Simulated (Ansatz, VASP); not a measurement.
**Ir: VASP beside Ansatz**

Contents of INCAR:

```
SYSTEM = Ir
ALGO = Fast
EDIFF = 1E-7
ENCUT = 520
GGA = PS
ISIF = 2
ISMEAR = 0
LASPH = .TRUE.
LCHARG = .FALSE.
LREAL = .FALSE.
LWAVE = .FALSE.
NBANDS = 10
NELM = 80
PREC = Accurate
SIGMA = 0.1
```

The input KPOINTS:

```
k-points
0
G
  16 16 16
  0 0 0
```

The input POSCAR:

```
Ir
1.0
   -0.0150504480      1.8417793770      2.0145523770
    2.0736023490     -0.0741004200      2.0736023490
    2.0145523770      1.8417793770     -0.0150504480
Ir
1
Direct
    0.0000000000      0.0000000000      0.0000000000
```

Input for Ansatz:

```yaml
crystal:
  lattice:
    - [-0.015050448, 1.841779377, 2.014552377]
    - [2.073602349, -0.07410042, 2.073602349]
    - [2.014552377, 1.841779377, -0.015050448]
  atoms:
    - { symbol: Ir, position: [0.0, 0.0, 0.0] }
basis:
  ecutwfc: 420
kpoints:
  mp_grid: { grid: [16, 16, 16] }
hamiltonian:
  xc: pbesol
scf:
  occupations: { method: gaussian, width: 0.1 }
output:
  forces: true
  stress: true
  eigenvalues: true
```

Alike in both runs: task single point; functional PBEsol; k mesh 16 × 16 × 16; occupations gaussian, width 0.1 eV; no spin polarisation.

```csv
,VASP,Ansatz
version,VASP 6.6.1,Ansatz 0.2.0
potentials or method,"VASP PAW PBE potentials, release 64 (Ir), cutoff 520 eV","scalar-relativistic, plane waves, PAW"
valence electrons in the cell,9,17
```

Ansatz gave:

* gap on the k mesh at the Fermi level (eV): none
* pressure (GPa): -31.3
* traceless stress, the component that is largest in VASP (GPa): 14.71

**Question.** What did VASP give for the same quantities?

**Answer.** gap on the k mesh at the Fermi level (eV): none; pressure (GPa): -30.8; traceless stress, the component that is largest in VASP (GPa): 14.62.

VASP's potentials were made for PBE, not for PBEsol. A gap of «none» marks a metal or a gap that the smearing closes. Both programs put the cell under strong tension, so it lies far from rest at this level. VASP's potentials hold 9 valence electrons a cell and Ansatz's 17, so a difference there can come from the potentials and not from the codes.

Spin-orbit coupling is off throughout. Noted on VASP's run: the cell as given lies far from equilibrium.
